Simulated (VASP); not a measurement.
Here is a VASP 6.6.1 calculation.

The input INCAR:

```
PREC = Accurate
ENCUT = 500
EDIFF = 1E-6
ISMEAR = 0
SIGMA = 0.01
LREAL = False
LASPH = True
NELM = 120
ALGO = Normal
ISIF = 2
LWAVE = False
LCHARG = False
NBANDS = 29
GGA_COMPAT = False
```

Contents of KPOINTS:

```
Automatic mesh
0
Gamma
  10 10 10
```

File POSCAR:

```
Al2Ru
1.0
    0.0000000000      3.9579802063      4.3509537322
    2.3323610482      0.0000000000      4.3509537322
    2.3323610482      3.9579802063      0.0000000000
Al Ru
4 2
Direct
    0.0788601564      0.4211398436      0.0788601564
    0.4211398436      0.0788601564      0.4211398436
    0.1711398436      0.8288601564      0.1711398436
    0.8288601564      0.1711398436      0.8288601564
    0.7500000000      0.7500000000      0.7500000000
    0.5000000000      0.5000000000      0.5000000000
```

Potentials or basis: VASP PAW LDA potentials, release 64 (Al, Ru_pv).

Run with:

```console
$ cat potpaw_LDA.64/Al/POTCAR potpaw_LDA.64/Ru_pv/POTCAR > POTCAR
$ mpirun -np 1 vasp_std > vasp.out
```

(1) Predict the band gap on the k mesh.

(2) Predict the largest force.

Answers

(1) 0.08 eV, indirect (least direct gap 1.26 eV).

(2) 0.007 eV/Å.
